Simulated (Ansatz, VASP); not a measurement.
LiF: VASP beside Ansatz

Contents of INCAR:

```
PREC     = Accurate       # precision mode
ENCUT    = 520            # plane-wave cutoff, eV
EDIFF    = 1E-6           # SCF threshold, eV
ISMEAR   = 0              # smearing method
SIGMA    = 0.05           # smearing width, eV
LREAL    = F              # projectors in reciprocal space
LASPH    = T              # aspherical terms in the spheres
NELM     = 60             # most SCF steps
ALGO     = Normal         # electronic algorithm
ISIF     = 2              # what is computed and relaxed
LWAVE    = F              # write WAVECAR
LCHARG   = T              # write CHGCAR
GGA      = CA             # functional
LELF     = T              # ELF
LVHAR    = T            
NBANDS   = 18             # bands
```

The input KPOINTS:

```
regular mesh
0
Gamma
  9 9 6
```

The input POSCAR:

```
LiF
1.0
    3.0459837436      0.0000000000      0.0000000000
   -1.5229918718      2.6378993015      0.0000000000
    0.0000000000      0.0000000000      4.4629753811
Li F
2 2
Direct
    0.3333333333      0.6666666667      0.3839784076
    0.6666666667      0.3333333333      0.8839784076
    0.3333333333      0.6666666667      0.9910195924
    0.6666666667      0.3333333333      0.4910195924
```

Input for Ansatz:

```yaml
crystal:
  lattice:
    - [3.0459837436, 0.0, 0.0]
    - [-1.5229918718, 2.6378993015, 0.0]
    - [0.0, 0.0, 4.4629753811]
  atoms:
    - { symbol: Li, position: [0.3333333333, 0.6666666667, 0.3839784076] }
    - { symbol: Li, position: [0.6666666667, 0.3333333333, 0.8839784076] }
    - { symbol: F, position: [0.3333333333, 0.6666666667, 0.9910195924] }
    - { symbol: F, position: [0.6666666667, 0.3333333333, 0.4910195924] }
basis:
  ecutwfc: 520.0
kpoints:
  mp_grid: { grid: [9, 9, 6] }
hamiltonian:
  xc: lda
scf:
  occupations: { method: gaussian, width: 0.05 }
output:
  forces: true
  stress: true
  eigenvalues: true
```

Alike in both runs: task single point; functional LDA; k mesh 9 × 9 × 6; occupations gaussian, width 0.05 eV; no spin polarisation.

|  | VASP | Ansatz |
| --- | --- | --- |
| version | VASP 6.6.1 | Ansatz 0.2.0 |
| potentials or method | VASP PAW LDA potentials, release 64 (Li_sv, F), cutoff 520 eV | scalar-relativistic, plane waves, PAW |
| valence electrons in the cell | 20 | 20 |

```csv
,VASP,Ansatz,Ansatz less VASP
gap on the k mesh at the Fermi level (eV),7.94,7.96,+0.015
least direct gap on the mesh (eV),7.94,7.96,+0.015
rms of the force components (eV/Å),0.180,0.175,-0.0042
```

LDA's correlation is that of Perdew and Zunger in VASP and of Perdew and Wang (1992) in Ansatz. Atom by atom the forces differ by 0.004 eV/Å (rms over components).

Noted on VASP's run: the cutoff is under 1.25 times that of the potentials, so the pressure is a little rough.
